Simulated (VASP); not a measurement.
Write the native input for VASP 6.6.1 that does the following.

```yaml
Task: relaxation of cell and atoms
Functional: PBEsol
Potentials_or_basis: VASP PAW PBE potentials, release 64 (C)
Cutoff: 600 eV
k_mesh: 9 × 9 × 1
Occupations: methfessel-paxton, width 0.1 eV
Spin: no spin polarisation
Dipole_correction: no
Further_INCAR_settings: ALGO = Normal; EDIFF = 1e-06; IBRION = 2; EDIFFG = -0.01; NSW = 80; ISIF = 3
```

The structure of C lies in POSCAR:

```
C
1.0
    2.4562275100      0.0000000000      0.0000000000
   -1.2281137500      2.1271554200      0.0000000000
    0.0000000000      0.0000000000     24.1339601700
C
4
Direct
    0.0000000000      0.0000000000      0.5704687700
    0.0000000000      0.0000000000      0.4295312300
    0.3333333300      0.6666666700      0.4295245600
    0.6666666700      0.3333333300      0.5704754400
```

The input as run:

INCAR

```
SYSTEM = C
ALGO = Normal ; EDIFF = 1E-6
EDIFFG = -0.01 ; ENCUT = 600
GGA = PS ; IBRION = 2
ISIF = 3 ; ISMEAR = 1
LASPH = .TRUE. ; LCHARG = .FALSE.
LREAL = .FALSE. ; LWAVE = .FALSE.
NELM = 100 ; NSW = 80
PREC = Accurate ; SIGMA = 0.1
```

KPOINTS

```
k-points
0
G
  9 9 1
  0 0 0
```

Potentials or basis: VASP PAW PBE potentials, release 64 (C).

Run with:

```bash
$ cat potpaw_PBE.64/C/POTCAR > POTCAR
$ mpirun -np 1 vasp_std > vasp.out
```

It gave:

The relaxed cell is a = 2.460 Å, b = 2.460 Å, c = 24.079 Å, α = 90.00°, β = 90.00°, γ = 120.00°, the space group after relaxing (to 0.05 Å) is P-3m1 (No. 164) and the energy gained by relaxing is 0.3 meV/atom. The ionic steps are 10, the largest force after relaxing is 0.009 eV/Å and the band gap on the k mesh is zero (filled and empty bands touch).

Caveat: the PAW data sets were made with another functional, which shifts forces and pressure a little.

Run time: 3.2 min on 1 thread of AMD EPYC 7R43 64-Core Processor (Zen 3), on a shared host, peak memory 0.22 GiB.
